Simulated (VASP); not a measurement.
Input of a VASP 6.6.1 run:

File INCAR:

```
SYSTEM = SiS2
  PREC = Accurate
  ENCUT = 500
  EDIFF = 1E-7
  ISMEAR = 0
  SIGMA = 0.05
  LREAL = .False.
  LASPH = .True.
  NELM = 120
  ALGO = Normal
  ISIF = 4
  LWAVE = .False.
  LCHARG = .False.
  GGA = RP
  IBRION = 2
  NSW = 60
  EDIFFG = -0.01
  GGA_COMPAT = .False.
  NELMIN = 4
```

File KPOINTS:

```
Automatic mesh
0
Gamma
  6 6 6
  0 0 0
```

POSCAR

```
SiS2
1.0
   -3.4339556771      6.1627901716      2.7931342613
    3.4339556771     -6.1627901716      2.7931342613
    3.4339556771      6.1627901716     -2.7931342613
Si S
2 4
Direct
    0.7500000000      0.7500000000      0.0000000000
    0.2500000000      0.2500000000      0.0000000000
    0.9066897428      0.8325511501      0.7392408929
    0.0933102572      0.1674488499      0.2607591071
    0.4066897428      0.6674488499      0.0741385927
    0.5933102572      0.3325511501      0.9258614073
```

Potentials or basis: VASP PAW PBE potentials, release 64 (Si, S).

Command:

```console
$ cat potpaw_PBE.64/Si/POTCAR potpaw_PBE.64/S/POTCAR > POTCAR
$ mpirun -np 1 vasp_std > vasp.out
```

(1) What does it give for the band gap on the k mesh?

## Answers

(1) 3.27 eV (least direct gap 3.64 eV).
